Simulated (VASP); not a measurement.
Set up this calculation in VASP 6.6.1, as the native input.

| Item | Value |
| --- | --- |
| Task | single point |
| Functional | PBEsol |
| Potentials or basis | VASP PAW PBE potentials, release 64 (Zn, S) |
| Cutoff | 520 eV |
| k mesh | 12 × 12 × 6 |
| Occupations | gaussian, width 0.02 eV |
| Spin | no spin polarisation |
| Dipole correction | no |
| Further INCAR settings | ALGO = Normal; EDIFF = 1e-07; NBANDS = 26 |

The structure of ZnS lies in POSCAR:

```
ZnS
1.0
    3.7819115805      0.0000000000      0.0000000000
   -1.8909557902      3.2752315036      0.0000000000
    0.0000000000      0.0000000000      6.2070851082
Zn S
2 2
Direct
    0.3333333333      0.6666666667      0.0003726397
    0.6666666667      0.3333333333      0.5003726397
    0.3333333333      0.6666666667      0.3746273603
    0.6666666667      0.3333333333      0.8746273603
```

These files were run (other wordings do the same):

INCAR

```
SYSTEM = ZnS
  ALGO = Normal
  EDIFF = 1E-7
  ENCUT = 520
  GGA = PS
  ISIF = 2
  ISMEAR = 0
  LASPH = .TRUE.
  LCHARG = .FALSE.
  LREAL = .FALSE.
  LWAVE = .FALSE.
  NBANDS = 26
  NELM = 100
  PREC = Accurate
  SIGMA = 0.02
```

KPOINTS

```
k-points
0
G
  12 12 6
  0 0 0
```

Potentials or basis: VASP PAW PBE potentials, release 64 (Zn, S).

Run with:

```bash
$ cat potpaw_PBE.64/Zn/POTCAR potpaw_PBE.64/S/POTCAR > POTCAR
$ mpirun -np 1 vasp_std > vasp.out
```

Results of the run:

The pressure is 0.2 GPa. The largest force is 0.003 eV/Å and the band gap on the k mesh is 2.16 eV.

Caveat: the PAW data sets were made with another functional, which shifts forces and pressure a little.

Run time: 2.1 min on 1 thread of Intel(R) Xeon(R) Platinum 8259CL CPU @ 2.50GHz (Skylake/Cascade Lake) (shared host), peak memory 0.27 GiB.
